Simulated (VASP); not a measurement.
Al6O:

```
Al O
1.0
     2.86000    0.00000    0.00000
    -1.43000    2.47683    0.00000
     0.00000    0.00000   13.80000
Al O
6 1
Cartesian
  1.4300 0.8256 5.7408
  0.0000 1.6512 8.0592
  1.4300 0.8256 12.7374
  0.0000 1.6512 1.0626
  0.0000 0.0000 3.3948
  0.0000 0.0000 10.4052
  0.0000 0.0000 0.0000
```

| Property | Result |
| --- | --- |
| Program | VASP 6.6.1 |
| Task | relaxation of cell and atoms |
| Functional | PBE |
| Potentials or basis | VASP PAW PBE potentials, release 64 (Al, O) |
| Cutoff | 600 eV |
| k mesh | 6 × 6 × 2 |
| Occupations | gaussian, width 0.2 eV |
| Spin | no spin polarisation |

At the start: pressure 12.1 GPa; volume 13.97 Å³/atom.

Task: How do energy, volume and symmetry change on relaxing?

Result: Over 12 steps the energy falls by 294.9 meV/atom and the volume is 14.50 Å³/atom (+3.8 %); space group P-3m1 (No. 164, to 0.1 Å) before and after.

Step by step:
| step | energy change (eV) | largest force (eV/Å) | pressure (GPa) | volume (Å³) |
| --- | --- | --- | --- | --- |
| 1 | 0.0000 | 5.3766 | 12.10 | 97.76 |
| 2 | -1.6461 | 0.5335 | -6.96 | 113.41 |
| 3 | -1.6990 | 0.7708 | -5.17 | 110.99 |
| 4 | -1.6995 | 0.8544 | -4.95 | 110.72 |
| 5 | -1.9382 | 0.6210 | -1.95 | 104.80 |
| 6 | -1.9537 | 0.6767 | -0.76 | 103.08 |
| 7 | -2.0015 | 0.4405 | 0.60 | 101.47 |
| 8 | -2.0102 | 0.2807 | 1.62 | 100.42 |
| 9 | -2.0427 | 0.2608 | 0.14 | 101.74 |
| 10 | -2.0480 | 0.2667 | -0.69 | 102.55 |
| 11 | -2.0619 | 0.1150 | -0.24 | 101.89 |
| 12 | -2.0644 | 0.0231 | 0.04 | 101.49 |

Final structure:
```xyz
7
Lattice="2.8340 0.0000 0.0000 -1.4170 2.4544 0.0000 0.0000 0.0000 14.5915" Properties=species:S:1:pos:R:3 pbc="T T T"
Al    1.4170    0.8181    6.1311
Al    0.0000    1.6362    8.4605
Al    1.4170    0.8181   13.1495
Al    0.0000    1.6362    1.4420
Al    2.8340    0.0000    3.7672
Al   -1.4170    2.4544   10.8243
O     0.0000    0.0000    0.0000
```

Caveat: the k points lie up to 0.43 Å⁻¹ apart in the final cell; the highest band is partly filled, so the run has too few bands.
